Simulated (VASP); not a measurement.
# CdI2 (P-3m1) in VASP: further runs, part 2 of 2

VASP 6.6.1.

## (3) Single point, PBE (43.14 Å³/atom)

This run uses another cell than the first one, of 43.14 Å³/atom.

The input, INCAR:

```
ALGO     = Normal         # electronic algorithm
EDIFF    = 1E-6           # SCF threshold, eV
ENCUT    = 500            # plane-wave cutoff, eV
GGA      = PE             # functional
GGA_COMPAT= F            
ISIF     = 2              # what is computed and relaxed
ISMEAR   = 0              # smearing method
LASPH    = T              # aspherical terms in the spheres
LCHARG   = T              # write CHGCAR
LELF     = T              # ELF
LREAL    = F              # projectors in reciprocal space
LVHAR    = T            
LWAVE    = F              # write WAVECAR
NBANDS   = 20             # bands
NELM     = 120            # most SCF steps
PREC     = Accurate       # precision mode
SIGMA    = 0.05           # smearing width, eV
```

The input, KPOINTS:

```
k-points
0
Gamma
  10 10 6
```

The input, POSCAR:

```
CdI2
1.0
    4.3380694136      0.0000000000      0.0000000000
   -2.1690347068      3.7568783156      0.0000000000
    0.0000000000      0.0000000000      7.9407503419
Cd I
1 2
Direct
    0.0000000000      0.0000000000      0.0000000000
    0.3333333333      0.6666666667      0.2162764874
    0.6666666667      0.3333333333      0.7837235126
```

Potentials or basis: VASP PAW PBE potentials, release 64 (Cd, I).

Run with:

```bash
$ cat potpaw_PBE.64/Cd/POTCAR potpaw_PBE.64/I/POTCAR > POTCAR
$ mpirun -np 1 vasp_std > vasp.out
```

OUTCAR:

```text
EDIFF = 1E-6
   ENCUT = 500
   GGA = PE
   ISIF = 2
   ISMEAR = 0
   LASPH = T
   LREAL = F
   NELM = 120
   PREC = Accurate

 ion  position               nearest neighbor table
   1  0.000  0.000  0.000-   2 3.04   3 3.04   3 3.04   2 3.04   3 3.04   2 3.04
   2  0.333  0.667  0.216-   1 3.04   1 3.04   1 3.04
   3  0.667  0.333  0.784-   1 3.04   1 3.04   1 3.04

  LATTYP: Found a hexagonal cell.
 ALAT       =     4.3380694136
 C/A-ratio  =     1.8304802401

  Lattice vectors:

 A1 = (   4.3380694136,   0.0000000000,   0.0000000000)
 A2 = (  -2.1690347068,   3.7568783156,   0.0000000000)
 A3 = (   0.0000000000,   0.0000000000,   7.9407503419)

Analysis of symmetry for initial positions (statically):
=====================================================================
 Subroutine PRICEL returns:
 Original cell was already a primitive cell.

 Routine SETGRP: Setting up the symmetry group for a
 hexagonal supercell.

 Subroutine GETGRP returns: Found 12 space group operations
 (whereof 12 operations were pure point group operations)
 out of a pool of 24 trial point group operations.

The static configuration has the point symmetry D_3d.

Analysis of symmetry for dynamics (positions and initial velocities):
=====================================================================
 Subroutine PRICEL returns:
 Original cell was already a primitive cell.

 Routine SETGRP: Setting up the symmetry group for a
 hexagonal supercell.

 Subroutine GETGRP returns: Found 12 space group operations
 (whereof 12 operations were pure point group operations)
 out of a pool of 24 trial point group operations.

The dynamic configuration has the point symmetry D_3d.

 Subroutine INISYM returns: Found 12 space group operations
 (whereof 12 operations are pure point group operations),
 and found     1 'primitive' translations

[... 113 lines left out ...]
   IALGO  =     38    algorithm
   IMIX   =      4    mixing-type and parameters
     AMIX     =   0.40;   BMIX     =  1.00
     AMIX_MAG =   1.60;   BMIX_MAG =  1.00
  volume/ion in A,a.u.               =      43.14       291.11
  Fermi-wavevector in a.u.,A,eV,Ry     =   0.958821  1.811909 12.508350  0.919338
  Thomas-Fermi vector in A             =   2.087962
   LORBIT       =      0    0 simple, 1 ext, 2 COOP (PROOUT), +10 PAW based schemes
   GGA     = PE    functional components
   LHFCALC =     F    Hartree Fock is set to
   AEXX    =    0.0000 exact exchange contribution
   IVDW    =     0    specifies the selected vdW correction
   LEPSILON=     F    determine dielectric tensor
   LRPA    =     F    only Hartree local field effects (RPA)
 non-spin polarized calculation
 Gauss-broadening in eV      SIGMA  =   0.05
  energy-cutoff  :      500.00
  volume of cell :      129.42
 maximum number of plane-waves:      3314
   NGX = 15   NGY = 15   NGZ = 29

 number of electron      26.0000015 magnetization

 Free energy of the ion-electron system (eV)
  ---------------------------------------------------
  ext. energy  EPLUGINS =         0.00000000
  ---------------------------------------------------
  free energy    TOTEN  =        -5.54991284 eV

  energy without entropy =       -5.54991284  energy(sigma->0) =       -5.54991284

 E-fermi :   0.6543     XC(G=0):  -7.5797

 val. band max:        0.4393955657   @ k =   0.1000   0.0000   0.1667
 cond. band min:       2.8707718899   @ k =   0.5000   0.0000   0.5000
 fundamental gap:      2.4313763242
 Fermi energy:         0.6542761653

 k-point     1 :       0.0000    0.0000    0.0000
  band No.  band energies     occupation
      1     -11.2945      2.00000
      2     -10.8063      2.00000
      3      -6.9897      2.00000
      4      -6.9897      2.00000
      5      -6.8787      2.00000
      6      -6.8172      2.00000
[... 541 lines left out ...]
     19       8.8182      0.00000
     20       9.4193      0.00000

 [... further k-points ...]

------------------------ aborting loop because EDIFF is reached ----------------------------------------

  FORCE on cell =-STRESS in cart. coord.  units (eV):
  Direction    XX          YY          ZZ          XY          YZ          ZX
  --------------------------------------------------------------------------------------
  -------------------------------------------------------------------------------------
  Total       -0.0173634     -0.0173634      0.0086005     -0.0000000      0.0000000      0.0000000
  in kB       -0.2149619     -0.2149619      0.1064748     -0.0000000      0.0000000      0.0000000
  external PRESSURE =      -0.1078163 kB  Pullay stress =       0.0000000 kB

 VOLUME and BASIS-vectors are now :
 -----------------------------------------------------------------------------
  energy-cutoff  :      500.00
  volume of cell :      129.42
      direct lattice vectors                 reciprocal lattice vectors
     4.338069414  0.000000000  0.000000000     0.230517289  0.133089219  0.000000000
    -2.169034707  3.756878316  0.000000000     0.000000000  0.266178438  0.000000000
     0.000000000  0.000000000  7.940750342     0.000000000  0.000000000  0.125932684

 POSITION                                       TOTAL-FORCE (eV/Angst)
 -----------------------------------------------------------------------------------
      0.00000      0.00000      0.00000         0.000000      0.000000     -0.000000
     -0.00000      2.50459      1.71740        -0.000000      0.000000      0.009989
      2.16903      1.25229      6.22335         0.000000      0.000000     -0.009989
 -----------------------------------------------------------------------------------
    total drift:                                0.000000     -0.000000     -0.000000

  FREE ENERGIE OF THE ION-ELECTRON SYSTEM (eV)
  ---------------------------------------------------
  free  energy   TOTEN  =        -5.5499128425 eV

  energy  without entropy=       -5.5499128425  energy(sigma->0) =       -5.54991284
```

OSZICAR:

```text
N       E                     dE             d eps       ncg     rms          rms(c)
DAV:   1     0.155355443340E+03    0.15536E+03   -0.10864E+04  2888   0.105E+03
DAV:   2     0.402330080517E+01   -0.15133E+03   -0.14631E+03  3528   0.236E+02
DAV:   3    -0.573004683200E+01   -0.97533E+01   -0.97198E+01  3436   0.595E+01
DAV:   4    -0.591124136105E+01   -0.18119E+00   -0.18117E+00  3880   0.781E+00
DAV:   5    -0.591275315786E+01   -0.15118E-02   -0.15118E-02  3424   0.773E-01    0.552E+00
DAV:   6    -0.557966854007E+01    0.33308E+00   -0.58266E-01  2952   0.733E+00    0.476E+00
DAV:   7    -0.555000960238E+01    0.29659E-01   -0.18708E-01  3128   0.258E+00    0.211E+00
DAV:   8    -0.554995492188E+01    0.54680E-04   -0.22915E-02  3096   0.158E+00    0.392E-01
DAV:   9    -0.554987855810E+01    0.76364E-04   -0.26520E-03  3280   0.518E-01    0.115E-01
DAV:  10    -0.554989494852E+01   -0.16390E-04   -0.35164E-04  3072   0.180E-01    0.380E-02
DAV:  11    -0.554991283168E+01   -0.17883E-04   -0.50528E-05  3084   0.569E-02    0.190E-02
DAV:  12    -0.554991284253E+01   -0.10849E-07   -0.61803E-06  3340   0.258E-02
   1 F= -.55499128E+01 E0= -.55499128E+01  d E =-.579833E-11
```

Wall time 80 s (1 thread of AMD EPYC 9R45 (Zen 5), shared host); peak memory 0.31 GiB.

What came out:

- Free energy: -5.5499 eV
- Pressure: 0.0 GPa
- Largest force: 0.010 eV/Å
- Band gap on the k mesh: 2.43 eV (least direct gap 2.54 eV)

Forces in eV/Å, atoms in the order of the input:
```
Cd   0.000  0.000  0.000
I    0.000  0.000  0.010
I    0.000  0.000 -0.010
```

Caveat: spin-orbit coupling is left out, which moves the levels of the heavy elements; this functional lacks dispersion, which binds the layers, so the pressure and a relaxed spacing across them are unreliable. A k mesh can miss the band edges.

## (4) Single point, PBE (43.98 Å³/atom)

This run uses another cell than the first one, of 43.98 Å³/atom.

The input, INCAR:

```
PREC = Accurate ; ENCUT = 500
EDIFF = 1E-6 ; ISMEAR = 0
SIGMA = 0.05 ; LREAL = F
LASPH = T ; NELM = 120
ALGO = Normal ; ISIF = 2
LWAVE = F ; LCHARG = F
GGA = PE ; NBANDS = 20
GGA_COMPAT = F
```

The input, KPOINTS:

```
regular mesh
0
Gamma
  10 10 6
```

The input, POSCAR:

```
CdI2
1.0
    4.3384013722      0.0000000000      0.0000000000
   -2.1692006861      3.7571658002      0.0000000000
    0.0000000000      0.0000000000      8.0952123546
Cd I
1 2
Direct
    0.0000000000      0.0000000000      0.0000000000
    0.3333333333      0.6666666667      0.2122083507
    0.6666666667      0.3333333333      0.7877916493
```

Run with:

```bash
$ cat potpaw_PBE.64/Cd/POTCAR potpaw_PBE.64/I/POTCAR > POTCAR
$ mpirun -np 1 vasp_std > vasp.out
```

Run time: 86 s. Hardware: 1 thread of AMD EPYC 9R45 (Zen 5), shared host; peak memory 0.31 GiB.

It converged, with:

| Quantity | Value |
| --- | --- |
| Free energy | -5.5494 eV |
| Pressure | 0.0 GPa |
| Largest force | 0.009 eV/Å |
| Band gap on the k mesh | 2.44 eV (least direct gap 2.56 eV) |

Forces in eV/Å, atoms in the order of the input:
```
Cd   0.000  0.000  0.000
I    0.000  0.000  0.009
I    0.000  0.000 -0.009
```

Levels at points of the mesh, in eV from the valence-band top:
```
           k point  band 10  band 11  band 12  band 13  band 14  band 15  band 16  band 17
(0.00, 0.00, 0.00)    -0.26    -0.26    -0.03    -0.03     2.52     4.54     6.26     6.26
(0.50, 0.00, 0.00)    -1.41    -1.25    -0.39    -0.16     2.52     5.12     6.36     6.83
(0.00, 0.00, 0.50)    -0.27    -0.27    -0.02    -0.02     3.03     4.50     6.23     6.23
(0.50, 0.00, 0.50)    -1.25    -1.23    -0.37    -0.20     2.44     5.15     6.11     6.50
```

Caveat: spin-orbit coupling is left out, which moves the levels of the heavy elements; this functional lacks dispersion, which binds the layers, so the pressure and a relaxed spacing across them are unreliable. A k mesh can miss the band edges.

## (5) Relaxation of shape and atoms at fixed volume, PBE (40.60 Å³/atom)

This run uses another cell than the first one, of 40.60 Å³/atom.

The input, INCAR:

```
ALGO = Normal
EDIFF = 1E-7
EDIFFG = -0.01
ENCUT = 500
GGA = PE
GGA_COMPAT = False
IBRION = 2
ISIF = 4
ISMEAR = 0
LASPH = True
LCHARG = False
LREAL = False
LWAVE = False
NELM = 120
NELMIN = 4
NSW = 60
PREC = Accurate
SIGMA = 0.05
```

The input, KPOINTS:

```
k-points
0
Gamma
  10 10 6
```

The input, POSCAR:

```
CdI2
1.0
    4.2917631461      0.0000000000      0.0000000000
   -2.1458815731      3.7167759115      0.0000000000
    0.0000000000      0.0000000000      7.6357922669
Cd I
1 2
Direct
    0.0000000000      0.0000000000      0.0000000000
    0.3333333333      0.6666666667      0.2237800973
    0.6666666667      0.3333333333      0.7762199027
```

Run with:

```bash
$ cat potpaw_PBE.64/Cd/POTCAR potpaw_PBE.64/I/POTCAR > POTCAR
$ mpirun -np 1 vasp_std > vasp.out
```

It took 4.7 min on 1 thread of AMD EPYC 9R45 (Zen 5), shared host; peak memory 0.3 GiB.

It converged, with:

```yaml
Free_energy: -5.5484 eV
Energy_gained_by_relaxing: 2.1 meV/atom
Ionic_steps: 6
Pressure_after_relaxing: 0.1 GPa
Band_gap_on_the_k_mesh: 2.40 eV (least direct gap 2.51 eV)
```

Forces in eV/Å, atoms in the order of the input:
```
Cd   0.000  0.000  0.000
I    0.000  0.000  0.002
I    0.000  0.000 -0.002
```

The path:
```tsv
step	energy change (eV)	largest force (eV/Å)	pressure (GPa)	volume (Å³)
1	0.0000	0.1385	0.76	121.80
2	-0.0018	0.1095	0.66	121.80
3	-0.0049	0.0249	0.35	121.80
4	-0.0053	0.0156	0.21	121.80
5	-0.0061	0.0071	0.17	121.80
6	-0.0064	0.0020	0.13	121.80
```

Final structure:
```
Cd I
1.0
     4.32644    0.00000    0.00000
    -2.16322    3.74681    0.00000
     0.00000    0.00000    7.51389
Cd I
1 2
Direct
  0.00000 0.00000 0.00000
  0.33333 0.66667 0.22913
  0.66667 0.33333 0.77087
```

Levels at points of the mesh, in eV from the valence-band top:
```csv
k point,band 9,band 10,band 11,band 12,band 13,band 14,band 15,band 16,band 17
"(0.00, 0.00, 0.00)",-0.32,-0.26,-0.26,-0.06,-0.06,2.44,4.53,6.28,6.28
"(0.50, 0.00, 0.00)",-2.58,-1.55,-1.29,-0.46,-0.15,2.55,5.08,6.26,6.71
"(0.00, 0.00, 0.50)",-1.10,-0.30,-0.30,-0.02,-0.02,3.19,4.50,6.20,6.20
"(0.50, 0.00, 0.50)",-2.75,-1.23,-1.20,-0.40,-0.25,2.40,5.10,6.02,6.57
```

Caveat: spin-orbit coupling is left out, which moves the levels of the heavy elements; this functional lacks dispersion, which binds the layers, so the pressure and a relaxed spacing across them are unreliable. A k mesh can miss the band edges.

## (6) The runs side by side

```csv
task,level,cell,smearing,gap on the mesh (eV),pressure (GPa),largest force (eV/Å)
single point,RPBE,"a = 4.330, b = 4.330, c = 7.815 Å, angles 90.0, 90.0, 120.0°, 3 atoms, atomic positions A",fermi-dirac 0.01 eV,2.53,1.4,0.18
single point,PBE,"a = 4.338, b = 4.338, c = 7.941 Å, angles 90.0, 90.0, 120.0°, 3 atoms, atomic positions B",gaussian 0.05 eV,2.43,0.0,0.01
single point,PBE,"a = 4.338, b = 4.338, c = 8.095 Å, angles 90.0, 90.0, 120.0°, 3 atoms, atomic positions C",gaussian 0.05 eV,2.44,0.0,0.01
relaxation of shape and atoms at fixed volume,PBE,"relaxed from a = 4.292, b = 4.292, c = 7.636 Å, angles 90.0, 90.0, 120.0°, 3 atoms, atomic positions D",gaussian 0.05 eV,2.40,0.1,-
```

Alike in all rows: potentials or basis VASP PAW PBE potentials, release 64 (Cd, I); no spin polarisation; k mesh 10 × 10 × 6; cutoff (eV) 500.

Caveats: spin-orbit coupling is left out, which moves the levels of the heavy elements; this functional lacks dispersion, which binds the layers, so the pressure and a relaxed spacing across them are unreliable; the PAW data sets were made with another functional, which shifts forces and pressure a little (at least some runs).

Total energies depend on the potentials used, so only differences within one code and one set of settings carry meaning.
